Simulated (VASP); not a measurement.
Wanted: the native input for a VASP 6.6.1 run.

| Property | Result |
| --- | --- |
| Task | single point |
| Functional | PBEsol |
| Potentials or basis | VASP PAW PBE potentials, release 64 (Mg, Zn, O) |
| Cutoff | 520 eV |
| k mesh | 2 × 2 × 2, shifted |
| Occupations | fermi-dirac, width 0.02 eV |
| Spin | no spin polarisation |
| Dipole correction | no |
| Further INCAR settings | LREAL = Auto; ALGO = Normal; EDIFF = 1e-06; NBANDS = 66; ISYM = -1 |

The structure of Mg2ZnO3 lies in POSCAR:

```
Mg2ZnO3
1.0
    4.5494978865     -2.6266538294      0.0000000000
    0.0000000000      5.2533076588      0.0000000000
    0.0000000000      0.0000000000      7.4033160000
Mg Zn O
6 3 9
Direct
    0.0044998372      0.3304831218      0.6777527800
    0.6661016393      0.6656247166      0.6598774117
    0.3337166074      0.9993699866      0.6712415085
    0.3311848994      0.3311610888      0.3321048298
   -0.0024890659      0.6579887016      0.3316755627
    0.6642016494      0.9991358106      0.3323888917
   -0.0107284367     -0.0132114648     -0.0012478192
    0.6682711094      0.3348836548      0.0039393158
    0.3470101623      0.6902873022     -0.0054428313
   -0.0088721879      0.3269480764      0.1679836441
    0.6596611483      0.6613674102      0.1707721243
    0.3238150751      0.9946329906      0.1721362427
    0.3420366464      0.3363737633      0.8287425527
    0.0075250062      0.6671727251      0.8301073465
    0.6646032321      1.0006862278      0.8256778449
    0.0004411476     -0.0008494187      0.5030462025
    0.6681020798      0.3309756442      0.5036258077
    0.3283127143      0.6584854863      0.5014937901
```

This cell differs from its parent crystal: dynamics (nve) at 200 K, volume x 1.0, from the last frame before.

The input as run:

INCAR

```
  PREC = Accurate
  ENCUT = 520
  EDIFF = 1E-6
  ISMEAR = -1
  SIGMA = 0.02
  LREAL = Auto
  LASPH = True
  NELM = 120
  ALGO = Normal
  ISIF = 2
  LWAVE = False
  LCHARG = False
  GGA = PS
  NBANDS = 66
  GGA_COMPAT = False
  ISYM = -1
```

KPOINTS

```
explicit points
4
Reciprocal
  0.25000000   0.25000000   0.25000000 2
  0.25000000   0.25000000   0.75000000 2
  0.25000000   0.75000000   0.25000000 2
  0.25000000   0.75000000   0.75000000 2
```

Potentials or basis: VASP PAW PBE potentials, release 64 (Mg, Zn, O).

Run with:

```console
$ cat potpaw_PBE.64/Mg/POTCAR potpaw_PBE.64/Zn/POTCAR potpaw_PBE.64/O/POTCAR > POTCAR
$ mpirun -np 1 vasp_std > vasp.out
```

It gave:

```json
{"Pressure": "-5.4 GPa", "Largest force": "0.754 eV/Å", "Band gap on the k mesh": "4.37 eV"}
```

Caveat: the cell stands under tension; the atoms stand as in a frame of molecular dynamics; the PAW data sets were made with another functional, which shifts forces and pressure a little; a shifted mesh leaves out Γ, where band edges can lie.

It took 67 s on 1 thread of Intel(R) Xeon(R) 6975P-C (Granite Rapids), with other jobs on the host, peak memory 0.29 GiB.
